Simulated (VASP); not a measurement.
# WC (Qusongite) (P-6m2) in VASP: further runs

The runs below take WC (Qusongite) through single point, with PBE.

Everything below comes from runs of VASP 6.6.1. Logs are shortened: lines on timing, memory, paths and dates and some standing lists are left out, and cuts for length are marked.

**1. The cell of the first run**

It takes space group P-6m2 (No. 187, hexagonal). The conventional cell has a = 2.907 Å, b = 2.907 Å, c = 2.837 Å, α = 90.00°, β = 90.00°, γ = 120.00°. W (site symmetry -6m2) has 6 C at 2.20 Å and 2 W at 2.84 Å within 2.9 Å. Within 2.9 Å of C (site symmetry -6m2) lie 6 W at 2.20 Å and 2 C at 2.84 Å.

**2. Single point, PBE**

Input file INCAR:

```
SYSTEM = WC
PREC = Accurate
ENCUT = 600
EDIFF = 1E-6
ISMEAR = 1
SIGMA = 0.02
LREAL = .FALSE.
LASPH = .TRUE.
NELM = 120
ALGO = Normal
ISIF = 2
LWAVE = .FALSE.
LCHARG = .FALSE.
GGA = PE
NBANDS = 16
GGA_COMPAT = .FALSE.
```

Input file KPOINTS:

```
Automatic mesh
0
G
  7 7 6
  0 0 0
```

Input file POSCAR:

```
WC
1.0
    2.9065000000      0.0000000000      0.0000000000
   -1.4532500000      2.5171028361      0.0000000000
    0.0000000000      0.0000000000      2.8366000000
W C
1 1
Direct
    0.0000000000      0.0000000000      0.0000000000
    0.6666666667      0.3333333333      0.5000000000
```

Potentials or basis: VASP PAW PBE potentials, release 64 (W_sv, C).

On the command line:

```bash
cat potpaw_PBE.64/W_sv/POTCAR potpaw_PBE.64/C/POTCAR > POTCAR
mpirun -np 1 vasp_std > vasp.out
```

OUTCAR:

```text
SYSTEM = WC
   PREC = Accurate
   ENCUT = 600
   EDIFF = 1E-6
   ISMEAR = 1
   LREAL = .FALSE.
   LASPH = .TRUE.
   NELM = 120
   ISIF = 2
   GGA = PE

 ion  position               nearest neighbor table
   1  0.000  0.000  0.000-   2 2.20   2 2.20   2 2.20   2 2.20   2 2.20   2 2.20
   2  0.667  0.333  0.500-   1 2.20   1 2.20   1 2.20   1 2.20   1 2.20   1 2.20

  LATTYP: Found a hexagonal cell.
 ALAT       =     2.9065000000
 C/A-ratio  =     0.9759504559

  Lattice vectors:

 A1 = (   2.9065000000,   0.0000000000,   0.0000000000)
 A2 = (  -1.4532500000,   2.5171028361,   0.0000000000)
 A3 = (   0.0000000000,   0.0000000000,   2.8366000000)

Analysis of symmetry for initial positions (statically):
=====================================================================
 Subroutine PRICEL returns:
 Original cell was already a primitive cell.

 Routine SETGRP: Setting up the symmetry group for a
 hexagonal supercell.

 Subroutine GETGRP returns: Found 12 space group operations
 (whereof 12 operations were pure point group operations)
 out of a pool of 24 trial point group operations.

The static configuration has the point symmetry D_3h.

Analysis of symmetry for dynamics (positions and initial velocities):
=====================================================================
 Subroutine PRICEL returns:
 Original cell was already a primitive cell.

 Routine SETGRP: Setting up the symmetry group for a
 hexagonal supercell.

 Subroutine GETGRP returns: Found 12 space group operations
 (whereof 12 operations were pure point group operations)
 out of a pool of 24 trial point group operations.

The dynamic configuration has the point symmetry D_3h.

 Subroutine INISYM returns: Found 12 space group operations
 (whereof 12 operations are pure point group operations),
 and found     1 'primitive' translations

----------------------------------------------------------------------------------------

                                     Primitive cell

  volume of cell :      20.7525

  direct lattice vectors                    reciprocal lattice vectors
     2.906500000  0.000000000  0.000000000     0.344056425  0.198641070  0.000000000
    -1.453250000  2.517102836  0.000000000     0.000000000  0.397282139  0.000000000
     0.000000000  0.000000000  2.836600000     0.000000000  0.000000000  0.352534725

  length of vectors
     2.906500000  2.906500000  2.836600000     0.397282139  0.397282139  0.352534725

  position of ions in fractional coordinates (direct lattice)
     0.000000000  0.000000000  0.000000000
     0.666666667  0.333333333  0.500000000

  ion indices of the primitive-cell ions
   primitive index   ion index
                 1           1
                 2           2

----------------------------------------------------------------------------------------

 KPOINTS: Automatic mesh

Automatic generation of k-mesh.
 Grid dimensions read from file:
 generate k-points for:    7    7    6

 Generating k-lattice:

  Cartesian coordinates                     Fractional coordinates (reciprocal lattice)
     0.049150918  0.028377296  0.000000000     0.142857143  0.000000000  0.000000000
     0.000000000  0.056754591  0.000000000     0.000000000  0.142857143  0.000000000
     0.000000000  0.000000000  0.058755787     0.000000000  0.000000000  0.166666667

  Length of vectors
     0.056754591  0.056754591  0.058755787

  Shift w.r.t. Gamma in fractional coordinates (k-lattice)
     0.000000000  0.000000000  0.000000000

 Subroutine IBZKPT returns following result:
 ===========================================

 Found     32 irreducible k-points:

 Following reciprocal coordinates:
            Coordinates               Weight
  0.000000  0.000000  0.000000      1.000000
  0.142857  0.000000  0.000000      6.000000
  0.285714  0.000000  0.000000      6.000000
  0.428571 -0.000000  0.000000      6.000000
  0.142857  0.142857  0.000000      6.000000
  0.285714  0.142857  0.000000     12.000000
[... 16 lines left out ...]
  0.428571  0.142857  0.333333     12.000000
  0.285714  0.285714  0.333333     12.000000
 [... further k-points ...]
   k-points           NKPTS =     32   k-points in BZ     NKDIM =     32   number of bands    NBANDS=     16
   number of dos      NEDOS =    301   number of ions     NIONS =      2
   total plane-waves  NPLWV =  13824
   dimension x,y,z NGX =    24 NGY =   24 NGZ =   24
   dimension x,y,z NGXF=    48 NGYF=   48 NGZF=   48
   ions per type =               1   1
   NGX,Y,Z   is equivalent  to a cutoff of  13.73, 13.73, 14.07 a.u.
   NGXF,Y,Z  is equivalent  to a cutoff of  27.46, 27.46, 28.13 a.u.
 SYSTEM =  WC
   PREC   = accura    normal or accurate (medium, high low for compatibility)
   ISTART =      0    job   : 0-new  1-cont  2-samecut
   ICHARG =      2    charge: 1-file 2-atom 10-const
   ISPIN  =      1    spin polarized calculation?
   LNONCOLLINEAR =      F non collinear calculations
   LSORBIT =      F    spin-orbit coupling
   LASPH  =      T    aspherical Exc in radial PAW
   ENCUT  =  600.0 eV  44.10 Ry    6.64 a.u.   5.81  5.81  5.67*2*pi/ulx,y,z
   NELM   =    120;   NELMIN=  2; NELMDL= -5     # of ELM steps
   EDIFF  = 0.1E-05   stopping-criterion for ELM
   LREAL  =      F    real-space projection
   EDIFFG = 0.1E-04   stopping-criterion for IOM
   NSW    =      0    number of steps for IOM
   IBRION =     -1    ionic relax: 0-MD 1-quasi-New 2-CG
   NFREE  =      0    steps in history (QN), initial steepest desc. (CG)
   ISIF   =      2    stress and relaxation
   ISYM   =      2    0-nonsym 1-usesym 2-fastsym
   POTIM  = 0.5000    time-step for ionic-motion
   TEBEG  =    0.0;   TEEND  =   0.0 temperature during run
   PSTRESS=    0.0 pullay stress
   NELECT =      18.0000    total number of electrons
   NUPDOWN=      -1.0000    fix difference up-down
   EMIN   =  10.00;   EMAX   =-10.00  energy-range for DOS
   EFERMI =   0.00;   METHOD = LEGACY
   ISMEAR =     1;   SIGMA  =   0.02  broadening in eV -4-tet -1-fermi 0-gaus
   EFERMI_NEDOS =   21; number of points for ismear=-14 and -15
   IALGO  =     38    algorithm
   IMIX   =      4    mixing-type and parameters
     AMIX     =   0.40;   BMIX     =  1.00
     AMIX_MAG =   1.60;   BMIX_MAG =  1.00
  volume/ion in A,a.u.               =      10.38        70.02
  Fermi-wavevector in a.u.,A,eV,Ry     =   1.561262  2.950358 33.164744  2.437540
  Thomas-Fermi vector in A             =   2.664353
   LORBIT       =      0    0 simple, 1 ext, 2 COOP (PROOUT), +10 PAW based schemes
   GGA     = PE    functional components
   LHFCALC =     F    Hartree Fock is set to
   AEXX    =    0.0000 exact exchange contribution
   IVDW    =     0    specifies the selected vdW correction
   LEPSILON=     F    determine dielectric tensor
   LRPA    =     F    only Hartree local field effects (RPA)
 non-spin polarized calculation
 Methfessel and Paxton  Order N= 1 SIGMA  =   0.02
  energy-cutoff  :      600.00
  volume of cell :       20.75
 maximum number of plane-waves:       702
 NGX is ok and might be reduce to    24
   NGX = 11   NGY = 11   NGZ = 11

 number of electron      18.0000000 magnetization

 Free energy of the ion-electron system (eV)
  ---------------------------------------------------
  ext. energy  EPLUGINS =         0.00000000
  ---------------------------------------------------
  free energy    TOTEN  =       -22.43279643 eV

  energy without entropy =      -22.43274288  energy(sigma->0) =      -22.43277858

 E-fermi :  11.1824     XC(G=0): -13.8011

 val. band max:       11.1737854011   @ k =   0.1429   0.0000   0.5000
 cond. band min:      11.2780483270   @ k =   0.1429   0.0000   0.3333
 fundamental gap:      0.1042629259
 Fermi energy:        11.1823992635

 k-point     1 :       0.0000    0.0000    0.0000
  band No.  band energies     occupation
      1     -62.9274      2.00000
      2     -26.9212      2.00000
      3     -26.7997      2.00000
      4     -26.7997      2.00000
      5      -3.3764      2.00000
      6       6.7603      2.00000
[... 8 lines left out ...]
     15      25.4227      0.00000
     16      27.8073      0.00000

 k-point     2 :       0.1429    0.0000    0.0000
  band No.  band energies     occupation
      1     -62.9164      2.00000
      2     -26.9600      2.00000
      3     -26.9004      2.00000
      4     -26.8362      2.00000
      5      -2.8570      2.00000
      6       6.5922      2.00000
[... 8 lines left out ...]
     15      24.7993      0.00000
     16      28.8858      0.00000

 k-point     3 :       0.2857    0.0000    0.0000
  band No.  band energies     occupation
      1     -62.8918      2.00000
      2     -27.3069      2.00000
      3     -26.9171      2.00000
      4     -26.8535      2.00000
      5      -1.5603      2.00000
      6       5.2126      2.00000
[... 8 lines left out ...]
     15      25.5379      0.00000
     16      28.7298      0.00000

 k-point     4 :       0.4286   -0.0000    0.0000
  band No.  band energies     occupation
      1     -62.8720      2.00000
      2     -27.5733      2.00000
      3     -26.9810      2.00000
      4     -26.8155      2.00000
      5      -0.2605      2.00000
      6       4.1936      2.00000
[... 8 lines left out ...]
     15      24.5288      0.00000
     16      28.6632      0.00000

 k-point     5 :       0.1429    0.1429    0.0000
  band No.  band energies     occupation
      1     -62.8987      2.00000
      2     -27.1901      2.00000
      3     -26.9182      2.00000
      4     -26.8666      2.00000
      5      -1.9372      2.00000
      6       5.6435      2.00000
[... 8 lines left out ...]
     15      25.0557      0.00000
     16      29.2475      0.00000

 k-point     6 :       0.2857    0.1429    0.0000
  band No.  band energies     occupation
      1     -62.8765      2.00000
      2     -27.4507      2.00000
      3     -27.0361      2.00000
      4     -26.8240      2.00000
      5      -0.5517      2.00000
      6       4.6108      2.00000
[... 8 lines left out ...]
     15      26.3215      0.00000
     16      27.5551      0.00000

 k-point     7 :       0.4286    0.1429    0.0000
  band No.  band energies     occupation
      1     -62.8665      2.00000
      2     -27.5624      2.00000
      3     -27.0895      2.00000
      4     -26.8050      2.00000
      5       0.2364      2.00000
      6       4.1690      2.00000
[... 8 lines left out ...]
     15      24.8393      0.00000
     16      28.7070      0.00000

 k-point     8 :       0.2857    0.2857    0.0000
  band No.  band energies     occupation
      1     -62.8641      2.00000
      2     -27.4572      2.00000
      3     -27.2426      2.00000
      4     -26.8004      2.00000
      5       0.4983      2.00000
      6       4.4332      2.00000
[... 8 lines left out ...]
     15      26.5170      0.00000
     16      27.8417      0.00000

 k-point     9 :       0.0000    0.0000    0.1667
  band No.  band energies     occupation
      1     -62.9172      2.00000
      2     -27.1143      2.00000
      3     -26.7830      2.00000
      4     -26.7830      2.00000
      5      -2.7171      2.00000
      6       6.2826      2.00000
[... 8 lines left out ...]
     15      26.7585      0.00000
     16      28.3270      0.00000
[... 172 lines left out ...]
 k-point    19 :       0.2857    0.0000    0.3333
  band No.  band energies     occupation
      1     -62.8618      2.00000
      2     -27.3901      2.00000
      3     -27.2329      2.00000
      4     -26.8610      2.00000
      5      -0.3091      2.00000
      6       4.7081      2.00000
[... 8 lines left out ...]
     15      24.9946      0.00000
     16      28.7111      0.00000

 k-point    20 :       0.4286   -0.0000    0.3333
  band No.  band energies     occupation
      1     -62.8423      2.00000
      2     -27.4904      2.00000
      3     -27.3348      2.00000
      4     -26.9220      2.00000
      5      -0.0523      2.00000
      6       4.1952      2.00000
[... 8 lines left out ...]
     15      25.0953      0.00000
     16      27.5975      0.00000

 k-point    21 :       0.1429    0.1429    0.3333
  band No.  band energies     occupation
      1     -62.8685      2.00000
      2     -27.4081      2.00000
      3     -27.1214      2.00000
      4     -26.8621      2.00000
      5      -0.4097      2.00000
      6       4.9650      2.00000
[... 8 lines left out ...]
     15      25.3078      0.00000
     16      27.8175      0.00000

 k-point    22 :       0.2857    0.1429    0.3333
  band No.  band energies     occupation
      1     -62.8467      2.00000
      2     -27.3763      2.00000
      3     -27.3431      2.00000
      4     -26.9748      2.00000
      5      -0.0561      2.00000
      6       4.8451      2.00000
[... 8 lines left out ...]
     15      24.8599      0.00000
     16      27.2046      0.00000

 k-point    23 :       0.4286    0.1429    0.3333
  band No.  band energies     occupation
      1     -62.8369      2.00000
      2     -27.4796      2.00000
      3     -27.3201      2.00000
      4     -27.0258      2.00000
      5       0.0904      2.00000
      6       4.3958      2.00000
[... 8 lines left out ...]
     15      24.7323      0.00000
     16      26.0693      0.00000

 k-point    24 :       0.2857    0.2857    0.3333
  band No.  band energies     occupation
      1     -62.8345      2.00000
      2     -27.3788      2.00000
      3     -27.3132      2.00000
      4     -27.1726      2.00000
      5       0.2189      2.00000
      6       4.5876      2.00000
[... 8 lines left out ...]
     15      24.3714      0.00000
     16      26.0237      0.00000

 [... further k-points ...]

------------------------ aborting loop because EDIFF is reached ----------------------------------------

  FORCE on cell =-STRESS in cart. coord.  units (eV):
  Direction    XX          YY          ZZ          XY          YZ          ZX
  --------------------------------------------------------------------------------------
  -------------------------------------------------------------------------------------
  Total        0.9126395      0.9126395      0.8578961      0.0000000     -0.0000000      0.0000000
  in kB       70.4596493     70.4596493     66.2332210      0.0000000     -0.0000000      0.0000000
  external PRESSURE =      69.0508399 kB  Pullay stress =       0.0000000 kB

 VOLUME and BASIS-vectors are now :
 -----------------------------------------------------------------------------
  energy-cutoff  :      600.00
  volume of cell :       20.75
      direct lattice vectors                 reciprocal lattice vectors
     2.906500000  0.000000000  0.000000000     0.344056425  0.198641070  0.000000000
    -1.453250000  2.517102836  0.000000000     0.000000000  0.397282139  0.000000000
     0.000000000  0.000000000  2.836600000     0.000000000  0.000000000  0.352534725

 POSITION                                       TOTAL-FORCE (eV/Angst)
 -----------------------------------------------------------------------------------
      0.00000      0.00000      0.00000        -0.000000      0.000000      0.000000
      1.45325      0.83903      1.41830         0.000000      0.000000      0.000000
 -----------------------------------------------------------------------------------
    total drift:                                0.000000     -0.000000      0.000000

  FREE ENERGIE OF THE ION-ELECTRON SYSTEM (eV)
  ---------------------------------------------------
  free  energy   TOTEN  =       -22.4327964264 eV

  energy  without entropy=      -22.4327428825  energy(sigma->0) =      -22.43277858
```

It took 7.1 s on 1 thread of Intel Xeon 6975P-C, shared host; peak memory 0.15 GiB.

What came out:

```yaml
Free_energy: -22.4328 eV
Pressure: 6.9 GPa
Band_gap_on_the_k_mesh: zero (band 9 reaches 11.40 eV, above the bottom of band 10 at 10.50 eV)
```

Stress tensor (GPa, compression positive):
```
7.05 0.00 0.00
0.00 7.05 0.00
0.00 0.00 6.62
```

Caveat: the k points lie up to 0.37 Å⁻¹ apart; spin-orbit coupling is left out, which moves the levels of the heavy elements.

**3. Single point, PBE**

Input file INCAR:

```
PREC     = Accurate       # precision mode
ENCUT    = 600            # plane-wave cutoff, eV
EDIFF    = 1E-6           # SCF threshold, eV
ISMEAR   = 1              # smearing method
SIGMA    = 0.02           # smearing width, eV
LREAL    = F              # projectors in reciprocal space
LASPH    = T              # aspherical terms in the spheres
NELM     = 120            # most SCF steps
ALGO     = Normal         # electronic algorithm
ISIF     = 2              # what is computed and relaxed
LWAVE    = F              # write WAVECAR
LCHARG   = F              # write CHGCAR
GGA      = PE             # functional
NBANDS   = 16             # bands
GGA_COMPAT= F
```

Input file KPOINTS:

```
regular mesh
0
Gamma
  7 7 6
```

POSCAR is that of step 2.

Potentials or basis: VASP PAW PBE potentials, release 64 (W_sv, C).

On the command line:

```bash
cat potpaw_PBE.64/W_sv/POTCAR potpaw_PBE.64/C/POTCAR > POTCAR
mpirun -np 1 vasp_std > vasp.out
```

Run time: 7.4 s. Hardware: 1 thread of Intel Xeon 6975P-C, shared host; peak memory 0.14 GiB.

Results (log left out):

- Free energy: -22.4328 eV
- Pressure: 6.9 GPa
- Band gap on the k mesh: zero (band 9 reaches 11.40 eV, above the bottom of band 10 at 10.50 eV)

Stress tensor (GPa, compression positive):
```
7.05 0.00 0.00
0.00 7.05 0.00
0.00 0.00 6.62
```

Levels at points of the mesh, in eV from the Fermi level:
```
           k point  band 7  band 8  band 9  band 10  band 11  band 12
(0.00, 0.00, 0.00)   -3.43   -3.43   -0.02     3.12     3.12     5.52
(0.00, 0.00, 0.50)   -2.13   -2.13   -0.68    -0.68     3.56     4.41
```

Caveat: the k points lie up to 0.37 Å⁻¹ apart; spin-orbit coupling is left out, which moves the levels of the heavy elements.
